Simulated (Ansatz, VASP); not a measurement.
## AlN: VASP beside Ansatz

```
Al N
1.0
     0.00000    2.18488    2.18488
     2.18488    0.00000    2.18488
     2.18488    2.18488    0.00000
Al N
1 1
Direct
  0.00000 0.00000 0.00000
  0.25000 0.25000 0.25000
```

Alike in both runs: task single point; functional r2SCAN; k mesh 8 × 8 × 8; no spin polarisation.

|  | VASP | Ansatz |
| --- | --- | --- |
| version | VASP 6.6.1 | Ansatz 0.2.0 |
| potentials or method | VASP PAW PBE potentials, release 64 (Al, N) | plane waves, PAW |
| plane-wave cutoff (eV) | 520 | 500 |
| occupations | gaussian, width 0.01 eV | fixed |
| valence electrons in the cell | 8 | 8 |

```tsv
	VASP	Ansatz	Ansatz less VASP
gap on the k mesh at the Fermi level (eV)	3.93	3.94	+0.007
pressure (GPa)	-0.4	0.0	+0.39
```

VASP's potentials were made for PBE, not for r2SCAN.
